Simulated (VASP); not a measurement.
# Sb (Fm-3m) in VASP: a series of runs

Aim: see how the results for Sb move with the level of theory and the settings. Levels: PBE, LDA, r2SCAN. Tasks: electric field gradients.

Everything below comes from runs of VASP 6.6.1. Logs are shortened: lines on timing, memory, paths and dates and some standing lists are left out, and cuts for length are marked.

## Step 1: The cell of the first run

The structure is cubic, space group Fm-3m (No. 225). Conventional cell: a = 4.610 Å, b = 4.610 Å, c = 4.610 Å, α = 90.00°, β = 90.00°, γ = 90.00°. Within 4.3 Å of Sb (site symmetry m-3m) lie 12 Sb at 3.26 Å.

## Step 2: Electric field gradients, PBE, non-collinear spin, zero start, spin-orbit coupling

Contents of INCAR:

```
SYSTEM = Sb
PREC = Accurate
ENCUT = 520
EDIFF = 1E-8
ISMEAR = -1
SIGMA = 0.03
LREAL = .FALSE.
LASPH = .TRUE.
NELM = 150
ALGO = Normal
ISIF = 2
LWAVE = .FALSE.
LCHARG = .FALSE.
MAGMOM = 0 0 0
LORBIT = 11
LSORBIT = .TRUE.
GGA_COMPAT = .FALSE.
LORBMOM = .TRUE.
GGA = PE
LEFG = .TRUE.
NBANDS = 16
```

Contents of KPOINTS:

```
regular mesh
0
G
  14 14 14
  0 0 0
```

Contents of POSCAR:

```
Sb
1.0
    0.0000000000      2.3050000000      2.3050000000
    2.3050000000      0.0000000000      2.3050000000
    2.3050000000      2.3050000000      0.0000000000
Sb
1
Direct
    0.0000000000      0.0000000000      0.0000000000
```

Potentials or basis: VASP PAW PBE potentials, release 64 (Sb).

The run is started by

```bash
cat potpaw_PBE.64/Sb/POTCAR > POTCAR
mpirun -np 1 vasp_ncl > vasp.out
```

OUTCAR:

```text
SYSTEM = Sb
   PREC = Accurate
   ENCUT = 520
   EDIFF = 1E-8
   ISMEAR = -1
   LREAL = .FALSE.
   LASPH = .TRUE.
   NELM = 150
   ISIF = 2
   LORBIT = 11
   LSORBIT = .TRUE.
   GGA = PE

 ion  position               nearest neighbor table
   1  0.000  0.000  0.000-

  LATTYP: Found a face centered cubic cell.
 ALAT       =     4.6100000000

  Lattice vectors:

 A1 = (   0.0000000000,   2.3050000000,   2.3050000000)
 A2 = (   2.3050000000,   0.0000000000,   2.3050000000)
 A3 = (   2.3050000000,   2.3050000000,   0.0000000000)

Analysis of symmetry for initial positions (statically):
=====================================================================
 Subroutine PRICEL returns:
 Original cell was already a primitive cell.

 Routine SETGRP: Setting up the symmetry group for a
 face centered cubic supercell.

 Subroutine GETGRP returns: Found 48 space group operations
 (whereof 48 operations were pure point group operations)
 out of a pool of 48 trial point group operations.

The static configuration has the point symmetry O_h .

Analysis of symmetry for dynamics (positions and initial velocities):
=====================================================================
 Subroutine PRICEL returns:
 Original cell was already a primitive cell.

 Routine SETGRP: Setting up the symmetry group for a
 face centered cubic supercell.

 Subroutine GETGRP returns: Found 48 space group operations
 (whereof 48 operations were pure point group operations)
 out of a pool of 48 trial point group operations.

The dynamic configuration has the point symmetry O_h .

Analysis of structural, dynamic, and magnetic symmetry:
=====================================================================
 Subroutine PRICEL returns:
 Original cell was already a primitive cell.

 Routine SETGRP: Setting up the symmetry group for a
 face centered cubic supercell.

 Subroutine GETGRP returns: Found 48 space group operations
 (whereof 48 operations were pure point group operations)
 out of a pool of 48 trial point group operations.

The overall configuration has the point symmetry O_h .

 Subroutine INISYM returns: Found 48 space group operations
 (whereof 48 operations are pure point group operations),
 and found     1 'primitive' translations

----------------------------------------------------------------------------------------

                                     Primitive cell

  volume of cell :      24.4930

  direct lattice vectors                    reciprocal lattice vectors
     0.000000000  2.305000000  2.305000000    -0.216919740  0.216919740  0.216919740
     2.305000000  0.000000000  2.305000000     0.216919740 -0.216919740  0.216919740
     2.305000000  2.305000000  0.000000000     0.216919740  0.216919740 -0.216919740

  length of vectors
     3.259762261  3.259762261  3.259762261     0.375716010  0.375716010  0.375716010

  position of ions in fractional coordinates (direct lattice)
     0.000000000  0.000000000  0.000000000

  ion indices of the primitive-cell ions
   primitive index   ion index
                 1           1

----------------------------------------------------------------------------------------

 KPOINTS: regular mesh

Automatic generation of k-mesh.
 Grid dimensions read from file:
 generate k-points for:   14   14   14

 Generating k-lattice:

  Cartesian coordinates                     Fractional coordinates (reciprocal lattice)
    -0.015494267  0.015494267  0.015494267     0.071428571  0.000000000  0.000000000
     0.015494267 -0.015494267  0.015494267     0.000000000  0.071428571  0.000000000
     0.015494267  0.015494267 -0.015494267     0.000000000  0.000000000  0.071428571

  Length of vectors
[... 83 lines left out ...]
   IVDW    =     0    specifies the selected vdW correction
   LEPSILON=     F    determine dielectric tensor
   LRPA    =     F    only Hartree local field effects (RPA)
  energy-cutoff  :      520.00
  volume of cell :       24.49
 maximum number of plane-waves:      1346
   NGX = 13   NGY = 13   NGZ = 13

 number of electron       5.0000000 magnetization       0.0000000      0.0000000      0.0000000

 number of electron       4.9999999 magnetization       0.0000000     -0.0000000     -0.0000000

 number of electron       4.9999999 magnetization      -0.0000000      0.0000000      0.0000000

 Free energy of the ion-electron system (eV)
  ---------------------------------------------------
  ext. energy  EPLUGINS =         0.00000000
  ---------------------------------------------------
  free energy    TOTEN  =        -3.81435324 eV

  energy without entropy =       -3.81132139  energy(sigma->0) =       -3.81283731

 E-fermi :   9.8556     XC(G=0): -10.6518

 val. band max:        9.8553138236   @ k =  -0.4286   0.4286   0.0714
 cond. band min:       9.9236743603   @ k =  -0.3571   0.2143   0.0714
 fundamental gap:      0.0683605367
 Fermi energy:         9.8556373278

 k-point     1 :       0.0000    0.0000    0.0000
  band No.  band energies     occupation
      1      -3.8886      1.00000
      2      -3.8886      1.00000
      3      15.0214      0.00000
      4      15.0214      0.00000
      5      16.2724      0.00000
      6      16.2724      0.00000
[... 433 lines left out ...]
      3       9.6092      0.99973
      4       9.6092      0.99973
      5      12.8001      0.00000
      6      12.8001      0.00000
[... 8 lines left out ...]
     15      22.8894      0.00000
     16      22.8894      0.00000

 [... further k-points ...]
[... 5 lines left out ...]
  --------------------------------------------------------------------------------------
  -------------------------------------------------------------------------------------
  Total        1.3272997      1.3272997      1.3272997      0.0000000      0.0000000      0.0000000
  in kB       86.8234001     86.8234001     86.8234001      0.0000000      0.0000000      0.0000000
  external PRESSURE =      86.8234001 kB  Pullay stress =       0.0000000 kB

 VOLUME and BASIS-vectors are now :
 -----------------------------------------------------------------------------
  energy-cutoff  :      520.00
  volume of cell :       24.49
      direct lattice vectors                 reciprocal lattice vectors
     0.000000000  2.305000000  2.305000000    -0.216919740  0.216919740  0.216919740
     2.305000000  0.000000000  2.305000000     0.216919740 -0.216919740  0.216919740
     2.305000000  2.305000000  0.000000000     0.216919740  0.216919740 -0.216919740

 POSITION                                       TOTAL-FORCE (eV/Angst)
 -----------------------------------------------------------------------------------
      0.00000      0.00000      0.00000         0.000000      0.000000      0.000000
 -----------------------------------------------------------------------------------
    total drift:                               -0.000000      0.000000     -0.000000

  FREE ENERGIE OF THE ION-ELECTRON SYSTEM (eV)
  ---------------------------------------------------
  free  energy   TOTEN  =        -3.8143532414 eV

  energy  without entropy=       -3.8113213875  energy(sigma->0) =       -3.81283731

 Electric field gradients (V/A^2)
---------------------------------------------------------------------
 ion       V_xx      V_yy      V_zz      V_xy      V_xz      V_yz
---------------------------------------------------------------------
   1      -0.000    -0.000    -0.000     0.000     0.000     0.000
---------------------------------------------------------------------

 Electric field gradients after diagonalization (V/A^2)
 (convention: |V_zz| > |V_xx| > |V_yy|)
----------------------------------------------------------------------
 ion       V_xx      V_yy      V_zz     asymmetry (V_yy - V_xx)/ V_zz
----------------------------------------------------------------------
   1      -0.000    -0.000     0.000       0.000
----------------------------------------------------------------------

           NMR quadrupolar parameters

 Cq : quadrupolar parameter    Cq=e*Q*V_zz/h
 eta: asymmetry parameters     (V_yy - V_xx)/ V_zz
 Q  : nuclear electric quadrupole moment in mb (millibarn)
----------------------------------------------------------------------
 ion       Cq(MHz)       eta       Q (mb)
----------------------------------------------------------------------
   1       0.000       0.000       1.000
----------------------------------------------------------------------

 orbital moment (x)

 # of ion     p       d       tot
 ----------------------------------------
  1         0.000   0.000   0.000
 ----------------------------------------
            0.000   0.000   0.000

 orbital moment (y)

 # of ion     p       d       tot
 ----------------------------------------
  1         0.000   0.000   0.000
 ----------------------------------------
            0.000   0.000   0.000

 orbital moment (z)

 # of ion     p       d       tot
 ----------------------------------------
  1         0.000  -0.000  -0.000
 ----------------------------------------
            0.000  -0.000  -0.000

 Spin-Orbit-Coupling matrix elements

 Ion:    1  E_soc:     -0.1399519
 l=   1
     0.0000000    -0.0230182    -0.0230182
    -0.0230182     0.0000000    -0.0230182
    -0.0230182    -0.0230182     0.0000000
 l=   2
     0.0000000    -0.0000790     0.0000000    -0.0000790    -0.0002281
    -0.0000790     0.0000000    -0.0001711    -0.0000790    -0.0000570
     0.0000000    -0.0001711     0.0000000    -0.0001711     0.0000000
    -0.0000790    -0.0000790    -0.0001711     0.0000000    -0.0000570
    -0.0002281    -0.0000570     0.0000000    -0.0000570     0.0000000
 l=   3
     0.0000000     0.0000000     0.0000000     0.0000000     0.0000000     0.0000000     0.0000000
     0.0000000     0.0000000     0.0000000     0.0000000     0.0000000     0.0000000     0.0000000
     0.0000000     0.0000000     0.0000000     0.0000000     0.0000000     0.0000000     0.0000000
     0.0000000     0.0000000     0.0000000     0.0000000     0.0000000     0.0000000     0.0000000
     0.0000000     0.0000000     0.0000000     0.0000000     0.0000000     0.0000000     0.0000000
     0.0000000     0.0000000     0.0000000     0.0000000     0.0000000     0.0000000     0.0000000
     0.0000000     0.0000000     0.0000000     0.0000000     0.0000000     0.0000000     0.0000000

 total charge

# of ion       s       p       d       tot
------------------------------------------
    1        1.253   1.071   0.053   2.377

 magnetization (x)

# of ion       s       p       d       tot
------------------------------------------
    1       -0.000   0.000  -0.000  -0.000

 magnetization (y)

# of ion       s       p       d       tot
------------------------------------------
    1       -0.000   0.000  -0.000  -0.000

 magnetization (z)

# of ion       s       p       d       tot
------------------------------------------
    1        0.000   0.000   0.000   0.000
```

It took 65 s on 1 thread of AMD EPYC 7R13 (Zen 3), shared host; peak memory 0.2 GiB.

Results:

| Quantity | Value |
| --- | --- |
| Free energy | -3.8144 eV |
| Pressure | 8.7 GPa |
| Net moment | 0.00 μB per cell |
| Valence electrons inside the program's atomic spheres | Sb 2.38 |

Moments on the atoms (μB; x, y, z):
```
Sb  0.00 0.00 0.00
```

Caveat: without QUAD_EFG the Cq values of the log hold for a quadrupole moment of 1 mb, not for the nuclei.

(Part 1 of 2 ends here.)
